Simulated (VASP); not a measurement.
Set up this calculation in VASP 6.6.1, as the native input.

```yaml
Task: single point
Functional: PBE
Potentials_or_basis: VASP PAW PBE potentials, release 64 (Y_sv, Lu, O)
Cutoff: 520 eV
k_mesh: 4 × 4 × 3
Occupations: gaussian, width 0.2 eV
Spin: no spin polarisation
Dipole_correction: no
Further_INCAR_settings: ALGO = Normal; EDIFF = 1e-06; NBANDS = 52
```

The structure of YLu2O4 lies in POSCAR:

```
YLu2O4
1.0
    4.5795536104      0.0000000000      0.0000000000
    0.0000000000      4.5795536104      0.0000000000
    0.0000000000      0.0000000000      8.1236633418
Y Lu O
1 2 4
Direct
    0.0000000000      0.0000000000      0.0000000000
    0.5000000000      0.5000000000      0.2482980479
    0.5000000000      0.5000000000      0.7517019521
    0.5000000000      0.5000000000      0.5000000000
    0.5000000000      0.5000000000      0.0000000000
    0.0000000000      0.5000000000      0.0000000000
    0.5000000000      0.0000000000      0.0000000000
```

These files were run (other wordings do the same):

INCAR

```
PREC     = Accurate       # precision mode
ENCUT    = 520            # plane-wave cutoff, eV
EDIFF    = 1E-6           # SCF threshold, eV
ISMEAR   = 0              # smearing method
SIGMA    = 0.2            # smearing width, eV
LREAL    = False          # projectors in reciprocal space
LASPH    = True           # aspherical terms in the spheres
NELM     = 80             # most SCF steps
ALGO     = Normal         # electronic algorithm
ISIF     = 2              # what is computed and relaxed
LWAVE    = False          # write WAVECAR
LCHARG   = False          # write CHGCAR
GGA      = PE             # functional
NBANDS   = 52             # bands
```

KPOINTS

```
regular mesh
0
Gamma
  4 4 3
```

Potentials or basis: VASP PAW PBE potentials, release 64 (Y_sv, Lu, O).

Command:

```console
$ cat potpaw_PBE.64/Y_sv/POTCAR potpaw_PBE.64/Lu/POTCAR potpaw_PBE.64/O/POTCAR > POTCAR
$ mpirun -np 1 vasp_std > vasp.out
```

It gave:

```
Pressure      : 0.4 GPa
Largest force : 0.041 eV/Å
```

Caveat: an odd number of electrons without spin polarisation forces a metal; a magnetic or distorted state may lie lower.

It took 2.7 min on 1 thread of AMD EPYC 7R43 64-Core Processor (Zen 3), with other jobs on the host, peak memory 0.28 GiB.
